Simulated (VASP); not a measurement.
Set up this calculation in VASP 6.6.1, as the native input.

| Quantity | Value |
| --- | --- |
| Task | single point |
| Functional | PBEsol |
| Potentials or basis | VASP PAW PBE potentials, release 64 (Li_sv, Br) |
| Cutoff | 750 eV |
| k mesh | 8 × 8 × 8 |
| Occupations | gaussian, width 0.01 eV |
| Spin | no spin polarisation |
| Dipole correction | no |
| Further INCAR settings | ALGO = Normal; EDIFF = 1e-06; NBANDS = 12 |

The structure of LiBr lies in POSCAR:

```
LiBr
1.0
    0.0000000000      2.7061299904      2.7061299904
    2.7061299904      0.0000000000      2.7061299904
    2.7061299904      2.7061299904      0.0000000000
Li Br
1 1
Direct
    0.0000000000      0.0000000000      0.0000000000
    0.5000000000      0.5000000000      0.5000000000
```

The input as run:

INCAR

```
SYSTEM = LiBr
PREC = Accurate
ENCUT = 750
EDIFF = 1E-6
ISMEAR = 0
SIGMA = 0.01
LREAL = .FALSE.
LASPH = .TRUE.
NELM = 120
ALGO = Normal
ISIF = 2
LWAVE = .FALSE.
LCHARG = .FALSE.
GGA = PS
NBANDS = 12
GGA_COMPAT = .FALSE.
```

KPOINTS

```
Automatic mesh
0
G
  8 8 8
  0 0 0
```

Potentials or basis: VASP PAW PBE potentials, release 64 (Li_sv, Br).

Run with:

```console
$ cat potpaw_PBE.64/Li_sv/POTCAR potpaw_PBE.64/Br/POTCAR > POTCAR
$ mpirun -np 1 vasp_std > vasp.out
```

Results of the run:

```
Pressure               : 0.0 GPa
Band gap on the k mesh : 4.98 eV, direct
```

Caveat: the PAW data sets were made with another functional, which shifts forces and pressure a little.

Wall time 41 s on 1 thread of AMD EPYC 7R43 64-Core Processor (Zen 3), with other jobs on the host, peak memory 0.16 GiB.
